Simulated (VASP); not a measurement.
# LiH (F-43m) in VASP: further runs, part 2 of 2

VASP 6.6.1. Earlier steps stand in the parts before.

## Step 5: Single point, PBE (volume changed by +5%)

INCAR

```
SYSTEM = LiH
PREC = Accurate
ENCUT = 520
EDIFF = 1E-6
ISMEAR = 0
SIGMA = 0.01
LREAL = .False.
LASPH = .True.
NELM = 100
ALGO = Normal
ISIF = 2
LWAVE = .False.
LCHARG = .False.
GGA = PE
NBANDS = 9
```

KPOINTS

```
Automatic mesh
0
Gamma
  6 6 6
  0 0 0
```

POSCAR

```
LiH
1.0
    0.0000000000      2.1802938366      2.1802938366
    2.1802938366      0.0000000000      2.1802938366
    2.1802938366      2.1802938366      0.0000000000
Li H
1 1
Direct
    0.0000000000      0.0000000000      0.0000000000
    0.2500000000      0.2500000000      0.2500000000
```

Potentials or basis: VASP PAW PBE potentials, release 64 (Li_sv, H).

Run with:

```console
cat potpaw_PBE.64/Li_sv/POTCAR potpaw_PBE.64/H/POTCAR > POTCAR
mpirun -np 1 vasp_std > vasp.out
```

OUTCAR:

```text
SYSTEM = LiH
   PREC = Accurate
   ENCUT = 520
   EDIFF = 1E-6
   ISMEAR = 0
   LREAL = .False.
   LASPH = .True.
   NELM = 100
   ISIF = 2
   GGA = PE

 ion  position               nearest neighbor table
   1  0.000  0.000  0.000-
   2  0.250  0.250  0.250-

  LATTYP: Found a face centered cubic cell.
 ALAT       =     4.3605876732

  Lattice vectors:

 A1 = (   0.0000000000,   2.1802938366,   2.1802938366)
 A2 = (   2.1802938366,   0.0000000000,   2.1802938366)
 A3 = (   2.1802938366,   2.1802938366,   0.0000000000)

Analysis of symmetry for initial positions (statically):
=====================================================================
 Subroutine PRICEL returns:
 Original cell was already a primitive cell.

 Routine SETGRP: Setting up the symmetry group for a
 face centered cubic supercell.

 Subroutine GETGRP returns: Found 24 space group operations
 (whereof 24 operations were pure point group operations)
 out of a pool of 48 trial point group operations.

The static configuration has the point symmetry T_d .

Analysis of symmetry for dynamics (positions and initial velocities):
=====================================================================
 Subroutine PRICEL returns:
 Original cell was already a primitive cell.

 Routine SETGRP: Setting up the symmetry group for a
 face centered cubic supercell.

 Subroutine GETGRP returns: Found 24 space group operations
 (whereof 24 operations were pure point group operations)
 out of a pool of 48 trial point group operations.

The dynamic configuration has the point symmetry T_d .

 Subroutine INISYM returns: Found 24 space group operations
 (whereof 24 operations are pure point group operations),
 and found     1 'primitive' translations

----------------------------------------------------------------------------------------

                                     Primitive cell
[... 105 lines left out ...]
  Thomas-Fermi vector in A             =   2.073984
   LORBIT       =      0    0 simple, 1 ext, 2 COOP (PROOUT), +10 PAW based schemes
   GGA     = PE    functional components
   LHFCALC =     F    Hartree Fock is set to
   AEXX    =    0.0000 exact exchange contribution
   IVDW    =     0    specifies the selected vdW correction
   LEPSILON=     F    determine dielectric tensor
   LRPA    =     F    only Hartree local field effects (RPA)
 non-spin polarized calculation
 Gauss-broadening in eV      SIGMA  =   0.01
  energy-cutoff  :      520.00
  volume of cell :       20.73
 maximum number of plane-waves:       568
   NGX = 11   NGY = 11   NGZ = 11

 number of electron       3.9999998 magnetization

 Free energy of the ion-electron system (eV)
  ---------------------------------------------------
  ext. energy  EPLUGINS =         0.00000000
  ---------------------------------------------------
  free energy    TOTEN  =        -6.02658567 eV

  energy without entropy =       -6.02658567  energy(sigma->0) =       -6.02658567

 E-fermi :  -1.7829     XC(G=0):  -7.5472

 val. band max:       -1.8776463818   @ k =  -0.3333   0.5000   0.1667
 cond. band min:       2.3450202260   @ k =   0.5000   0.0000   0.0000
 fundamental gap:      4.2226666077
 Fermi energy:        -1.7829056667

 k-point     1 :       0.0000    0.0000    0.0000
  band No.  band energies     occupation
      1     -45.2581      2.00000
      2      -5.3719      2.00000
      3      10.8297      0.00000
      4      14.9837      0.00000
      5      14.9837      0.00000
      6      14.9837      0.00000
      7      17.5156      0.00000
      8      17.5156      0.00000
      9      17.5157      0.00000
[... 169 lines left out ...]
 k-point    16 :      -0.3333    0.5000    0.1667
  band No.  band energies     occupation
      1     -45.2337      2.00000
      2      -1.8776      2.00000
      3       4.9568      0.00000
      4       5.0382      0.00000
      5       8.7983      0.00000
      6      13.6399      0.00000
      7      17.1682      0.00000
      8      21.3690      0.00000
      9      25.3937      0.00000

------------------------ aborting loop because EDIFF is reached ----------------------------------------

  FORCE on cell =-STRESS in cart. coord.  units (eV):
  Direction    XX          YY          ZZ          XY          YZ          ZX
  --------------------------------------------------------------------------------------
  -------------------------------------------------------------------------------------
  Total       -0.1837104     -0.1837104     -0.1837104     -0.0000000      0.0000000      0.0000000
  in kB      -14.1993745    -14.1993745    -14.1993745     -0.0000000      0.0000000      0.0000000
  external PRESSURE =     -14.1993745 kB  Pullay stress =       0.0000000 kB

 VOLUME and BASIS-vectors are now :
 -----------------------------------------------------------------------------
  energy-cutoff  :      520.00
  volume of cell :       20.73
      direct lattice vectors                 reciprocal lattice vectors
     0.000000000  2.180293837  2.180293837    -0.229326888  0.229326888  0.229326888
     2.180293837  0.000000000  2.180293837     0.229326888 -0.229326888  0.229326888
     2.180293837  2.180293837  0.000000000     0.229326888  0.229326888 -0.229326888

 POSITION                                       TOTAL-FORCE (eV/Angst)
 -----------------------------------------------------------------------------------
      0.00000      0.00000      0.00000         0.000000      0.000000     -0.000000
      1.09015      1.09015      1.09015        -0.000000     -0.000000      0.000000
 -----------------------------------------------------------------------------------
    total drift:                               -0.000000     -0.000000     -0.000000

  FREE ENERGIE OF THE ION-ELECTRON SYSTEM (eV)
  ---------------------------------------------------
  free  energy   TOTEN  =        -6.0265856732 eV

  energy  without entropy=       -6.0265856732  energy(sigma->0) =       -6.02658567
```

stdout:

```text
POSCAR found type information on POSCAR LiH
 POSCAR found :  2 types and       2 ions
 scaLAPACK will be used
 LDA part: xc-table for (Slater+PW92), standard interpolation
 POSCAR, INCAR and KPOINTS ok, starting setup
 FFT: planning ... GRIDC
 FFT: planning ... GRID_SOFT
 FFT: planning ... GRID
 WAVECAR not read
 entering main loop
```

It took 3.3 s on 1 thread of Intel Xeon 8259CL, shared host; peak memory 0.13 GiB.

Results:

| Quantity | Value |
| --- | --- |
| Free energy | -6.0266 eV |
| Band gap on the k mesh | 4.22 eV, indirect (least direct gap 5.15 eV) |

Caveat: the cutoff is under 1.25 times the usual one of these potentials, so pressure, stress and relaxed cells hold a basis-set (Pulay) error. A k mesh can miss the band edges.

## Step 6: Single point, PBE (volume changed by +10%)

INCAR

```
SYSTEM = LiH
ALGO = Normal ; EDIFF = 1E-6
ENCUT = 520 ; GGA = PE
ISIF = 2 ; ISMEAR = 0
LASPH = .TRUE. ; LCHARG = .FALSE.
LREAL = .FALSE. ; LWAVE = .FALSE.
NBANDS = 9 ; NELM = 80
PREC = Accurate ; SIGMA = 0.01
```

KPOINTS

```
k-points
0
G
  6 6 6
  0 0 0
```

POSCAR

```
LiH
1.0
    0.0000000000      2.2143664312      2.2143664312
    2.2143664312      0.0000000000      2.2143664312
    2.2143664312      2.2143664312      0.0000000000
Li H
1 1
Direct
    0.0000000000      0.0000000000      0.0000000000
    0.2500000000      0.2500000000      0.2500000000
```

Potentials or basis: VASP PAW PBE potentials, release 64 (Li_sv, H).

Run with:

```console
cat potpaw_PBE.64/Li_sv/POTCAR potpaw_PBE.64/H/POTCAR > POTCAR
mpirun -np 1 vasp_std > vasp.out
```

It took 3.6 s on 1 thread of Intel Xeon 8259CL, shared host; peak memory 0.13 GiB.

It converged, with:

* Free energy: -6.0158 eV
* Band gap on the k mesh: 4.15 eV, indirect (least direct gap 5.05 eV)

Levels at points of the mesh, in eV from the valence-band top:
```csv
k point,band 1,band 2,band 3,band 4,band 5
"(0.00, 0.00, 0.00)",-43.49,-3.39,12.29,16.40,16.40
"(0.50, 0.00, 0.00)",-43.48,-0.89,4.15,14.34,14.34
"(0.50, 0.50, 0.00)",-43.47,-0.23,6.96,9.58,10.32
```

Caveat: the cutoff is under 1.25 times the usual one of these potentials, so pressure, stress and relaxed cells hold a basis-set (Pulay) error. A k mesh can miss the band edges.

## Step 7: Summary

| cell | gap on the mesh (eV) |
| --- | --- |
| a = 2.982 Å, angles 60.0°, 2 atoms | 4.38 |
| a = 2.929 Å, angles 60.0°, 2 atoms | 4.48 |
| a = 3.034 Å, angles 60.0°, 2 atoms | 4.30 |
| a = 3.083 Å, angles 60.0°, 2 atoms | 4.22 |
| a = 3.132 Å, angles 60.0°, 2 atoms | 4.15 |

Alike in all rows: task single point; level PBE; potentials or basis VASP PAW PBE potentials, release 64 (Li_sv, H); no spin polarisation; k mesh 6 × 6 × 6; cutoff (eV) 520; smearing gaussian 0.01 eV.

Caveats: some runs use coarse meshes; the cutoff is under 1.25 times the usual one of these potentials, so pressure, stress and relaxed cells hold a basis-set (Pulay) error.

Absolute energies hang on the potentials; compare differences alone.
